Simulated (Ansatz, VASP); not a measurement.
# One calculation of SnTe, two programs

File INCAR:

```
SYSTEM = SnTe
PREC     = Accurate       ! precision mode
ENCUT    = 520            ! plane-wave cutoff, eV
EDIFF    = 1E-6           ! SCF threshold, eV
ISMEAR   = 0              ! smearing method
SIGMA    = 0.2            ! smearing width, eV
LREAL    = .False.        ! projectors in reciprocal space
LASPH    = .True.         ! aspherical terms in the spheres
NELM     = 100            ! most SCF steps
ALGO     = Normal         ! electronic algorithm
ISIF     = 2              ! what is computed and relaxed
LWAVE    = .False.        ! write WAVECAR
LCHARG   = .True.         ! write CHGCAR
GGA      = PE             ! functional
LELF     = .True.         ! ELF
LVHAR    = .True.       
NBANDS   = 17             ! bands
```

File KPOINTS:

```
regular mesh
0
Gamma
  11 11 11
  0 0 0
```

File POSCAR:

```
SnTe
1.0
    0.0000000000      3.1565000000      3.1565000000
    3.1565000000      0.0000000000      3.1565000000
    3.1565000000      3.1565000000      0.0000000000
Sn Te
1 1
Direct
    0.0000000000      0.0000000000      0.0000000000
    0.5000000000      0.5000000000      0.5000000000
```

Input for Ansatz:

```yaml
crystal:
  lattice:
    - [0.0, 3.1565, 3.1565]
    - [3.1565, 0.0, 3.1565]
    - [3.1565, 3.1565, 0.0]
  atoms:
    - { symbol: Sn, position: [0.0, 0.0, 0.0] }
    - { symbol: Te, position: [0.5, 0.5, 0.5] }
kpoints:
  mp_grid: { grid: [11, 11, 11] }
scf:
  occupations: { method: gaussian, width: 0.2 }
hamiltonian:
  xc: pbe
  pseudopotentials: { kind: all_electron, lapw: { basis_error: 0.00025 } }
output:
  forces: true
  stress: true
  eigenvalues: true
```

Alike in both runs: task single point; functional PBE; k mesh 11 × 11 × 11; occupations gaussian, width 0.2 eV; no spin polarisation.

```csv
,VASP,Ansatz
version,VASP 6.6.1,Ansatz 0.2.0
potentials or method,"VASP PAW PBE potentials, release 64 (Sn_d, Te), cutoff 520 eV","all-electron LAPW, scalar-relativistic"
```

```csv
,VASP,Ansatz,Ansatz less VASP
pressure (GPa),2.0,2.0,+0.07
```

Ansatz ran all-electron here, and VASP with PAW potentials.

Spin-orbit coupling is off throughout.
